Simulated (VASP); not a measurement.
Write the native input for VASP 6.6.1 that does the following.

- Task: single point
- Functional: PBE
- Potentials or basis: VASP PAW PBE potentials, release 64 (Si)
- Cutoff: 520 eV
- k mesh: 8 × 8 × 8
- Occupations: fermi-dirac, width 0.02 eV
- Spin: no spin polarisation
- Dipole correction: no
- Further INCAR settings: ALGO = Normal; EDIFF = 1e-06; NBANDS = 11

The structure of Si lies in POSCAR:

```
Si
1.0
   -0.0993604714      2.7316431801      2.7316431801
    2.7316431801     -0.0993604714      2.7316431801
    2.7316431801      2.7316431801     -0.0993604714
Si
2
Direct
   -0.0020481837     -0.0020481837     -0.0020481837
    0.2520481837      0.2520481837      0.2520481837
```

This cell differs from its parent crystal: epitaxial 111 strain +4.0%.

These files were run (other wordings do the same):

INCAR

```
PREC = Accurate ; ENCUT = 520
EDIFF = 1E-6 ; ISMEAR = -1
SIGMA = 0.02 ; LREAL = False
LASPH = True ; NELM = 80
ALGO = Normal ; ISIF = 2
LWAVE = False ; LCHARG = False
GGA = PE ; NBANDS = 11
```

KPOINTS

```
regular mesh
0
Gamma
  8 8 8
```

Potentials or basis: VASP PAW PBE potentials, release 64 (Si).

The run is started by

```bash
$ cat potpaw_PBE.64/Si/POTCAR > POTCAR
$ mpirun -np 1 vasp_std > vasp.out
```

Results of the run:

| Property | Result |
| --- | --- |
| Pressure | -3.9 GPa |
| Largest force | 0.026 eV/Å |
| Band gap on the k mesh | 0.36 eV (least direct gap 1.89 eV) |

Caveat: the cell differs from its parent crystal (epitaxial 111 strain +4.0%); the cell stands under tension.

It took 23 s on 1 thread of Intel(R) Xeon(R) Platinum 8124M CPU @ 3.00GHz (Skylake/Cascade Lake), on a shared host, peak memory 0.17 GiB.
